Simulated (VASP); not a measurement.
Input of a VASP 6.6.1 run:

Contents of INCAR:

```
  PREC = Accurate
  ENCUT = 600
  EDIFF = 1E-6
  ISMEAR = -1
  SIGMA = 0.1
  LREAL = False
  LASPH = True
  NELM = 120
  ALGO = Normal
  ISIF = 2
  LWAVE = False
  LCHARG = True
  GGA = PE
  LELF = True
  LVHAR = True
  NBANDS = 35
  GGA_COMPAT = False
```

Contents of KPOINTS:

```
Automatic mesh
0
Gamma
  4 4 6
```

File POSCAR:

```
ZnF2
1.0
    4.7521750000      0.0000000000      0.0000000000
    0.0000000000      4.7521750000      0.0000000000
    0.0000000000      0.0000000000      3.1658270000
Zn F
2 4
Direct
    0.0000000000      0.0000000000      0.0000000000
    0.5000000000      0.5000000000      0.5000000000
    0.3035000000      0.3035000000      0.0000000000
    0.1965000000      0.8035000000      0.5000000000
    0.6965000000      0.6965000000      0.0000000000
    0.8035000000      0.1965000000      0.5000000000
```

Potentials or basis: VASP PAW PBE potentials, release 64 (Zn, F).

Command:

```bash
$ cat potpaw_PBE.64/Zn/POTCAR potpaw_PBE.64/F/POTCAR > POTCAR
$ mpirun -np 1 vasp_std > vasp.out
```

(1) What does it give for the largest force?

(2) Estimate the pressure.

(3) Estimate the band gap on the k mesh.

Results:

(1) 0.004 eV/Å.

(2) 2.8 GPa.

(3) 3.46 eV, direct.
